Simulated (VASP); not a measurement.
# GaN (F-43m) in VASP: notebook, part 2 of 2

VASP 6.6.1. Earlier steps stand in the parts before.

## 5. The runs side by side

| cell | gap on the mesh (eV) | pressure (GPa) |
| --- | --- | --- |
| a = 3.132 Å, angles 60.0, 60.0, 90.0°, 2 atoms | 2.46 | 11.1 |
| a = 3.160 Å, angles 60.0, 60.0, 90.0°, 2 atoms | 2.29 | 5.1 |
| a = 3.170 Å, angles 60.0, 60.0, 90.0°, 2 atoms | 2.22 | 3.0 |

Alike in all rows: task single point; level r2SCAN; potentials or basis VASP PAW PBE potentials, release 64 (Ga_d, N_h); no spin polarisation; k mesh 10 × 10 × 10; cutoff (eV) 1460; smearing gaussian 0.01 eV.

Caveats: the cell stands under pressure; the PAW data sets were made with another functional, which shifts forces and pressure a little.

Total energies depend on the potentials used, so only differences within one code and one set of settings carry meaning.
